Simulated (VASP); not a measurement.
Set up this calculation in VASP 6.6.1, as the native input.

```
Task                   : single point
Functional             : r2SCAN
Potentials or basis    : VASP PAW PBE potentials, release 64 (Cu)
Cutoff                 : 520 eV
k mesh                 : 24 × 24 × 24
Occupations            : gaussian, width 0.15 eV
Spin                   : no spin polarisation
Dipole correction      : no
Further INCAR settings : ALGO = Normal; EDIFF = 1e-06; NBANDS = 12
```

Cu:

```xyz
1
Lattice="-1.4248 1.4248 1.3761 1.4248 -1.4248 1.3761 1.4608 1.4608 -1.3761" Properties=species:S:1:pos:R:3 pbc="T T T"
Cu    0.0000    0.0000    0.0000
```

This cell differs from its parent crystal: strain +0.0250 x Voigt [0, 0, 0, 0, 0, 1].

These files were run (other wordings do the same):

POSCAR

```
Cu
1.0
   -1.4247584035      1.4247584035      1.3760814500
    1.4247584035     -1.4247584035      1.3760814500
    1.4608282365      1.4608282365     -1.3760814500
Cu
1
Direct
    0.0000000000      0.0000000000      0.0000000000
```

INCAR.step1

```
PREC     = Accurate       # precision mode
ENCUT    = 520            # plane-wave cutoff, eV
ISMEAR   = 0              # smearing method
SIGMA    = 0.15           # smearing width, eV
LREAL    = False          # projectors in reciprocal space
LASPH    = True           # aspherical terms in the spheres
NELM     = 80             # most SCF steps
NBANDS   = 12             # bands
GGA      = PE             # functional
ALGO     = Normal         # electronic algorithm
EDIFF    = 1E-4           # SCF threshold, eV
LWAVE    = True           # write WAVECAR
LCHARG   = False          # write CHGCAR
```

INCAR.step2

```
PREC     = Accurate       # precision mode
ENCUT    = 520            # plane-wave cutoff, eV
EDIFF    = 1E-6           # SCF threshold, eV
ISMEAR   = 0              # smearing method
SIGMA    = 0.15           # smearing width, eV
LREAL    = False          # projectors in reciprocal space
LASPH    = True           # aspherical terms in the spheres
NELM     = 80             # most SCF steps
ALGO     = Normal         # electronic algorithm
ISIF     = 2              # what is computed and relaxed
LWAVE    = False          # write WAVECAR
LCHARG   = False          # write CHGCAR
METAGGA  = R2SCAN         # meta-GGA
LMIXTAU  = True         
NBANDS   = 12             # bands
ISTART   = 1
```

KPOINTS

```
regular mesh
0
Gamma
  24 24 24
```

Potentials or basis: VASP PAW PBE potentials, release 64 (Cu).

Launch:

```sh
$ cat potpaw_PBE.64/Cu/POTCAR > POTCAR
$ cp INCAR.step1 INCAR
$ mpirun -np 1 vasp_std > vasp.out
$ cp INCAR.step2 INCAR
$ mpirun -np 1 vasp_std > vasp.out
```

Results of the run:

```yaml
Pressure: 1.1 GPa
```

Caveat: the cell differs from its parent crystal (strain +0.0250 x Voigt [0, 0, 0, 0, 0, 1]); the PAW data sets were made with another functional, which shifts forces and pressure a little.

Wall time 18 min on 1 thread of Oxide Virtual Turin-like Processor, with other jobs on the host, peak memory 0.32 GiB.
